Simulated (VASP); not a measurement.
Si:

```
Si
1.0
     0.00000    2.71550    2.71550
     2.71550    0.00000    2.71550
     2.71550    2.71550    0.00000
Si
2
Cartesian
  0.0000 0.0000 0.0000
  1.3578 1.3578 1.3578
```

Base run:

```yaml
Program: VASP 6.6.1
Functional: r2SCAN
Potentials_or_basis: VASP PAW PBE potentials, release 64 (Si)
Cutoff: 520 eV
k_mesh: 8 × 8 × 8
Occupations: gaussian, width 0.01 eV
Spin: no spin polarisation
```

Its results: band gap on the k mesh 0.81 eV, indirect (least direct gap 2.76 eV); pressure 0.5 GPa.

The run is repeated on the same cell with these changes: functional from r2SCAN to PBE. What comes out?

Band gap on the k mesh 0.62 eV, indirect (least direct gap 2.57 eV); pressure 1.9 GPa.

r2SCAN gives the wider gap, since meta-GGAs in the generalised Kohn-Sham scheme recover part of the derivative discontinuity.

Caveats: the PAW data sets were made with another functional, which shifts forces and pressure a little (some runs).

A k mesh can miss the band edges.
